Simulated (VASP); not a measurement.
A run of VASP 6.6.1 is set up as follows.

INCAR

```
SYSTEM = Sn
PREC     = Accurate       ! precision mode
ENCUT    = 500            ! plane-wave cutoff, eV
EDIFF    = 1E-6           ! SCF threshold, eV
ISMEAR   = 0              ! smearing method
SIGMA    = 0.012          ! smearing width, eV
LREAL    = .False.        ! projectors in reciprocal space
LASPH    = .True.         ! aspherical terms in the spheres
NELM     = 120            ! most SCF steps
ALGO     = Normal         ! electronic algorithm
ISIF     = 2              ! what is computed and relaxed
LWAVE    = .False.        ! write WAVECAR
LCHARG   = .False.        ! write CHGCAR
GGA      = PE             ! functional
NBANDS   = 13             ! bands
GGA_COMPAT= .False.
```

KPOINTS

```
regular mesh
0
Gamma
  10 10 10
  0 0 0
```

The input POSCAR:

```
Sn
1.0
   -1.8946518192      1.8946518192      1.8946518192
    1.8946518192     -1.8946518192      1.8946518192
    1.8946518192      1.8946518192     -1.8946518192
Sn
1
Direct
    0.0000000000      0.0000000000      0.0000000000
```

Potentials or basis: VASP PAW PBE potentials, release 64 (Sn_d).

Command:

```sh
$ cat potpaw_PBE.64/Sn_d/POTCAR > POTCAR
$ mpirun -np 1 vasp_std > vasp.out
```

Question: Estimate the band gap on the k mesh.

Answer: Zero (band 7 reaches 16.04 eV, above the bottom of band 8 at 5.80 eV).

Question: Estimate the pressure.

Answer: 0.6 GPa.

Caveat: spin-orbit coupling is left out, which moves the levels of the heavy elements.
